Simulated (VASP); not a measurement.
# Cu (Fm-3m) in VASP: a series of runs

The runs below take Cu through single point, with PBE+D4.

All numbers are computed with VASP 6.6.1; they aren't measurements. Logs are shortened: lines on timing, memory, paths and dates and some standing lists are left out, and cuts for length are marked.

### Step 1. The cell of the first run

The structure is cubic, space group Fm-3m (No. 225). Conventional cell: a = 3.516 Å, b = 3.516 Å, c = 3.516 Å, α = 90.00°, β = 90.00°, γ = 90.00°. Within 3.3 Å of Cu (site symmetry m-3m) lie 12 Cu at 2.49 Å.

### Step 2. Single point, PBE+D4

The input, INCAR:

```
ALGO     = Normal         # electronic algorithm
EDIFF    = 1E-7           # SCF threshold, eV
ENCUT    = 520            # plane-wave cutoff, eV
GGA      = PE             # functional
ISIF     = 2              # what is computed and relaxed
ISMEAR   = 1              # smearing method
IVDW     = 13             # dispersion correction
LASPH    = T              # aspherical terms in the spheres
LCHARG   = F              # write CHGCAR
LREAL    = F              # projectors in reciprocal space
LWAVE    = F              # write WAVECAR
NBANDS   = 12             # bands
NELM     = 60             # most SCF steps
PREC     = Accurate       # precision mode
SIGMA    = 0.05           # smearing width, eV
```

The input, KPOINTS:

```
k-points
0
Gamma
  13 13 13
```

The input, POSCAR:

```
Cu
1.0
    0.0000000000      1.7579543034      1.7579543034
    1.7579543034      0.0000000000      1.7579543034
    1.7579543034      1.7579543034      0.0000000000
Cu
1
Direct
    0.0000000000      0.0000000000      0.0000000000
```

Potentials or basis: VASP PAW PBE potentials, release 64 (Cu).

Run with:

```
$ cat potpaw_PBE.64/Cu/POTCAR > POTCAR
$ mpirun -np 1 vasp_std > vasp.out
```

OUTCAR:

```text
EDIFF = 1E-7
   ENCUT = 520
   GGA = PE
   ISIF = 2
   ISMEAR = 1
   IVDW = 13
   LASPH = T
   LREAL = F
   NELM = 60
   PREC = Accurate

 ion  position               nearest neighbor table
   1  0.000  0.000  0.000-

  LATTYP: Found a face centered cubic cell.
 ALAT       =     3.5159086068

  Lattice vectors:

 A1 = (   0.0000000000,   1.7579543034,   1.7579543034)
 A2 = (   1.7579543034,   0.0000000000,   1.7579543034)
 A3 = (   1.7579543034,   1.7579543034,   0.0000000000)

Analysis of symmetry for initial positions (statically):
=====================================================================
 Subroutine PRICEL returns:
 Original cell was already a primitive cell.

 Routine SETGRP: Setting up the symmetry group for a
 face centered cubic supercell.

 Subroutine GETGRP returns: Found 48 space group operations
[... 9 lines left out ...]

 Routine SETGRP: Setting up the symmetry group for a
 face centered cubic supercell.

 Subroutine GETGRP returns: Found 48 space group operations
[... 11 lines left out ...]
                                     Primitive cell

  volume of cell :      10.8656

  direct lattice vectors                    reciprocal lattice vectors
     0.000000000  1.757954303  1.757954303    -0.284421500  0.284421500  0.284421500
     1.757954303  0.000000000  1.757954303     0.284421500 -0.284421500  0.284421500
     1.757954303  1.757954303  0.000000000     0.284421500  0.284421500 -0.284421500

  length of vectors
     2.486122818  2.486122818  2.486122818     0.492632489  0.492632489  0.492632489

  position of ions in fractional coordinates (direct lattice)
     0.000000000  0.000000000  0.000000000

  ion indices of the primitive-cell ions
   primitive index   ion index
                 1           1

----------------------------------------------------------------------------------------

 KPOINTS: k-points

Automatic generation of k-mesh.
 Grid dimensions read from file:
 generate k-points for:   13   13   13

 Generating k-lattice:

  Cartesian coordinates                     Fractional coordinates (reciprocal lattice)
    -0.021878577  0.021878577  0.021878577     0.076923077  0.000000000  0.000000000
     0.021878577 -0.021878577  0.021878577     0.000000000  0.076923077  0.000000000
     0.021878577  0.021878577 -0.021878577     0.000000000  0.000000000  0.076923077

  Length of vectors
     0.037894807  0.037894807  0.037894807

  Shift w.r.t. Gamma in fractional coordinates (k-lattice)
     0.000000000  0.000000000  0.000000000

 Subroutine IBZKPT returns following result:
 ===========================================

 Found     84 irreducible k-points:

 Following reciprocal coordinates:
            Coordinates               Weight
  0.000000  0.000000  0.000000      1.000000
  0.076923  0.000000  0.000000      8.000000
  0.153846  0.000000  0.000000      8.000000
  0.230769  0.000000  0.000000      8.000000
  0.307692  0.000000  0.000000      8.000000
  0.384615  0.000000  0.000000      8.000000
[... 16 lines left out ...]
  0.384615  0.153846  0.000000     24.000000
  0.461538  0.153846  0.000000     24.000000
 [... further k-points ...]
   k-points           NKPTS =     84   k-points in BZ     NKDIM =     84   number of bands    NBANDS=     12
   number of dos      NEDOS =    301   number of ions     NIONS =      1
   total plane-waves  NPLWV =   5832
   dimension x,y,z NGX =    18 NGY =   18 NGZ =   18
   dimension x,y,z NGXF=    36 NGYF=   36 NGZF=   36
   ions per type =               1
   NGX,Y,Z   is equivalent  to a cutoff of  12.04, 12.04, 12.04 a.u.
   NGXF,Y,Z  is equivalent  to a cutoff of  24.07, 24.07, 24.07 a.u.
 SYSTEM =  unknown system
   PREC   = accura    normal or accurate (medium, high low for compatibility)
   ISTART =      0    job   : 0-new  1-cont  2-samecut
   ICHARG =      2    charge: 1-file 2-atom 10-const
   ISPIN  =      1    spin polarized calculation?
   LNONCOLLINEAR =      F non collinear calculations
   LSORBIT =      F    spin-orbit coupling
   LASPH  =      T    aspherical Exc in radial PAW
   ENCUT  =  520.0 eV  38.22 Ry    6.18 a.u.   4.62  4.62  4.62*2*pi/ulx,y,z
   NELM   =     60;   NELMIN=  2; NELMDL= -5     # of ELM steps
   EDIFF  = 0.1E-06   stopping-criterion for ELM
   LREAL  =      F    real-space projection
   EDIFFG = 0.1E-05   stopping-criterion for IOM
   NSW    =      0    number of steps for IOM
   IBRION =     -1    ionic relax: 0-MD 1-quasi-New 2-CG
   NFREE  =      0    steps in history (QN), initial steepest desc. (CG)
   ISIF   =      2    stress and relaxation
   ISYM   =      2    0-nonsym 1-usesym 2-fastsym
   POTIM  = 0.5000    time-step for ionic-motion
   TEBEG  =    0.0;   TEEND  =   0.0 temperature during run
   PSTRESS=    0.0 pullay stress
   NELECT =      11.0000    total number of electrons
   NUPDOWN=      -1.0000    fix difference up-down
   EMIN   =  10.00;   EMAX   =-10.00  energy-range for DOS
   EFERMI =   0.00;   METHOD = LEGACY
   ISMEAR =     1;   SIGMA  =   0.05  broadening in eV -4-tet -1-fermi 0-gaus
   EFERMI_NEDOS =   21; number of points for ismear=-14 and -15
   IALGO  =     38    algorithm
   IMIX   =      4    mixing-type and parameters
     AMIX     =   0.40;   BMIX     =  1.00
     AMIX_MAG =   1.60;   BMIX_MAG =  1.00
  volume/ion in A,a.u.               =      10.87        73.32
  Fermi-wavevector in a.u.,A,eV,Ry     =   1.643822  3.106373 36.764997  2.702151
  Thomas-Fermi vector in A             =   2.733892
   LORBIT       =      0    0 simple, 1 ext, 2 COOP (PROOUT), +10 PAW based schemes
   GGA     = PE    functional components
   LHFCALC =     F    Hartree Fock is set to
   AEXX    =    0.0000 exact exchange contribution
   IVDW    =    13    specifies the selected vdW correction
   LEPSILON=     F    determine dielectric tensor
   LRPA    =     F    only Hartree local field effects (RPA)
 non-spin polarized calculation
 Methfessel and Paxton  Order N= 1 SIGMA  =   0.05
  energy-cutoff  :      520.00
  volume of cell :       10.87
 maximum number of plane-waves:       303
   NGX =  9   NGY =  9   NGZ =  9

 number of electron      10.9999994 magnetization

 Free energy of the ion-electron system (eV)
  ---------------------------------------------------
  ext. energy  EPLUGINS =         0.00000000
  ---------------------------------------------------
  free energy    TOTEN  =        -3.67151019 eV

  energy without entropy =       -3.67138238  energy(sigma->0) =       -3.67146759

 E-fermi :   8.9001     XC(G=0): -13.2175

 val. band max:        8.8877242485   @ k =   0.4615   0.3077   0.0000
 cond. band min:       8.9093706175   @ k =  -0.3846   0.1538   0.0000
 fundamental gap:      0.0216463690
 Fermi energy:         8.9001347195

 k-point     1 :       0.0000    0.0000    0.0000
  band No.  band energies     occupation
      1      -1.3394      2.00000
      2       5.3669      2.00000
      3       5.3669      2.00000
      4       5.3669      2.00000
      5       6.3020      2.00000
      6       6.3020      2.00000
      7      31.9237      0.00000
      8      35.2279      0.00000
      9      35.2279      0.00000
     10      35.2279      0.00000
     11      37.8191      0.00000
     12      37.8191      0.00000

 k-point     2 :       0.0769    0.0000    0.0000
  band No.  band energies     occupation
      1      -1.1108      2.00000
      2       5.3148      2.00000
      3       5.4119      2.00000
      4       5.4119      2.00000
      5       6.2843      2.00000
      6       6.2843      2.00000
      7      30.6981      0.00000
      8      33.2138      0.00000
      9      34.6095      0.00000
     10      34.6095      0.00000
     11      38.7287      0.00000
     12      38.7287      0.00000

 k-point     3 :       0.1538    0.0000    0.0000
  band No.  band energies     occupation
      1      -0.4422      2.00000
      2       5.1876      2.00000
      3       5.5091      2.00000
      4       5.5091      2.00000
      5       6.2670      2.00000
      6       6.2670      2.00000
      7      26.8693      0.00000
      8      32.5940      0.00000
      9      33.6822      0.00000
     10      33.6822      0.00000
     11      39.5614      0.00000
     12      40.0655      0.00000

 k-point     4 :       0.2308    0.0000    0.0000
  band No.  band energies     occupation
      1       0.5995      2.00000
      2       5.0770      2.00000
      3       5.5501      2.00000
      4       5.5501      2.00000
      5       6.3499      2.00000
      6       6.3499      2.00000
      7      22.8125      0.00000
      8      32.0634      0.00000
      9      32.9412      0.00000
     10      32.9412      0.00000
     11      39.0332      0.00000
     12      39.0332      0.00000

 k-point     5 :       0.3077    0.0000    0.0000
  band No.  band energies     occupation
      1       1.8175      2.00000
      2       5.1878      2.00000
      3       5.4870      2.00000
      4       5.4870      2.00000
      5       6.5596      2.00000
      6       6.5596      2.00000
      7      19.0189      0.00000
      8      31.3809      0.00000
      9      32.4438      0.00000
     10      32.4438      0.00000
     11      37.2316      0.00000
     12      37.2316      0.00000

 k-point     6 :       0.3846    0.0000    0.0000
  band No.  band energies     occupation
      1       2.7346      2.00000
      2       5.3940      2.00000
      3       5.3940      2.00000
      4       5.9237      2.00000
      5       6.7870      2.00000
      6       6.7870      2.00000
      7      15.6775      0.00000
      8      30.7708      0.00000
      9      32.1737      0.00000
     10      32.1737      0.00000
     11      35.8359      0.00000
     12      35.8359      0.00000

 k-point     7 :       0.4615    0.0000    0.0000
  band No.  band energies     occupation
      1       3.0654      2.00000
      2       5.3340      2.00000
      3       5.3340      2.00000
      4       6.9282      2.00000
      5       6.9282      2.00000
      6       7.1481      2.00000
      7      13.2653      0.00000
      8      30.4220      0.00000
      9      32.0764      0.00000
     10      32.0764      0.00000
     11      35.0711      0.00000
     12      35.0711      0.00000

 k-point     8 :       0.0769    0.0769    0.0000
  band No.  band energies     occupation
      1      -1.0350      2.00000
      2       5.2701      2.00000
      3       5.4434      2.00000
      4       5.4434      2.00000
      5       6.2149      2.00000
      6       6.3368      2.00000
      7      31.1376      0.00000
      8      32.9905      0.00000
      9      32.9906      0.00000
     10      34.0188      0.00000
     11      39.2576      0.00000
     12      40.1267      0.00000
[... 166 lines left out ...]
 k-point    20 :       0.1538    0.1538    0.0000
  band No.  band energies     occupation
      1      -0.1495      2.00000
      2       5.0060      2.00000
      3       5.6670      2.00000
      4       5.6670      2.00000
      5       5.9919      2.00000
      6       6.4340      2.00000
      7      29.8112      0.00000
      8      30.0314      0.00000
      9      30.0314      0.00000
     10      31.8040      0.00000
     11      36.8410      0.00000
     12      42.5119      0.00000

 k-point    21 :       0.2308    0.1538    0.0000
  band No.  band energies     occupation
      1       0.6159      2.00000
      2       4.8399      2.00000
      3       5.6787      2.00000
      4       5.7954      2.00000
      5       6.0475      2.00000
      6       6.5159      2.00000
      7      26.0726      0.00000
      8      28.8051      0.00000
      9      29.9610      0.00000
     10      31.9148      0.00000
     11      35.3534      0.00000
     12      42.4382      0.00000

 k-point    22 :       0.3077    0.1538    0.0000
  band No.  band energies     occupation
      1       1.6790      2.00000
      2       4.7198      2.00000
      3       5.4801      2.00000
      4       5.8249      2.00000
      5       6.4659      2.00000
      6       6.6751      2.00000
      7      22.1052      0.00000
      8      28.0140      0.00000
      9      29.0662      0.00000
     10      31.1784      0.00000
     11      36.8770      0.00000
     12      41.6383      0.00000

 k-point    23 :       0.3846    0.1538    0.0000
  band No.  band energies     occupation
      1       2.7601      2.00000
      2       4.7641      2.00000
      3       5.3049      2.00000
      4       5.7619      2.00000
      5       6.8608      2.00000
      6       7.1674      2.00000
      7      18.4200      0.00000
      8      27.6965      0.00000
      9      27.7448      0.00000
     10      30.4103      0.00000
     11      39.7751      0.00000
     12      40.9386      0.00000

 k-point    24 :       0.4615    0.1538    0.0000
  band No.  band energies     occupation
      1       3.3838      2.00000
      2       4.9424      2.00000
      3       5.3675      2.00000
      4       5.6759      2.00000
      5       6.9661      2.00000
      6       8.3222      2.00000
      7      15.2016      0.00000
      8      26.3712      0.00000
      9      27.8933      0.00000
     10      30.1368      0.00000
     11      40.2909      0.00000
     12      40.3173      0.00000

 [... further k-points ...]

------------------------ aborting loop because EDIFF is reached ----------------------------------------

  DFT-D4 for vdW energy calculation

  Edisp (eV):   -0.60530

  FORCE on cell =-STRESS in cart. coord.  units (eV):
  Direction    XX          YY          ZZ          XY          YZ          ZX
  --------------------------------------------------------------------------------------
  -------------------------------------------------------------------------------------
  Total       0.64072     0.64072     0.64072     0.00000    -0.00000     0.00000
  in kB      94.47639    94.47639    94.47639     0.00000    -0.00000     0.00000
  external pressure =       94.48 kB  Pullay stress =        0.00 kB

 VOLUME and BASIS-vectors are now :
 -----------------------------------------------------------------------------
  energy-cutoff  :      520.00
  volume of cell :       10.87
      direct lattice vectors                 reciprocal lattice vectors
     0.000000000  1.757954303  1.757954303    -0.284421500  0.284421500  0.284421500
     1.757954303  0.000000000  1.757954303     0.284421500 -0.284421500  0.284421500
     1.757954303  1.757954303  0.000000000     0.284421500  0.284421500 -0.284421500

 POSITION                                       TOTAL-FORCE (eV/Angst)
 -----------------------------------------------------------------------------------
      0.00000      0.00000      0.00000         0.000000      0.000000      0.000000
 -----------------------------------------------------------------------------------
    total drift:                                0.000000     -0.000000      0.000000

  FREE ENERGIE OF THE ION-ELECTRON SYSTEM (eV)
  ---------------------------------------------------
  free  energy   TOTEN  =        -4.2768137904 eV

  energy  without entropy=       -4.2766859831  energy(sigma->0) =       -4.27677119
```

It took 5 s on 1 thread of Intel Xeon 6975P-C (Granite Rapids), shared host; peak memory 0.12 GiB.

What came out:

```
Free energy                : -4.2768 eV
Pressure                   : 9.4 GPa
Dispersion energy per atom : -0.605 eV
```

Caveat: pairwise dispersion overbinds metals, which lowers pressure and volume.

(Continued in part 2 of 2.)
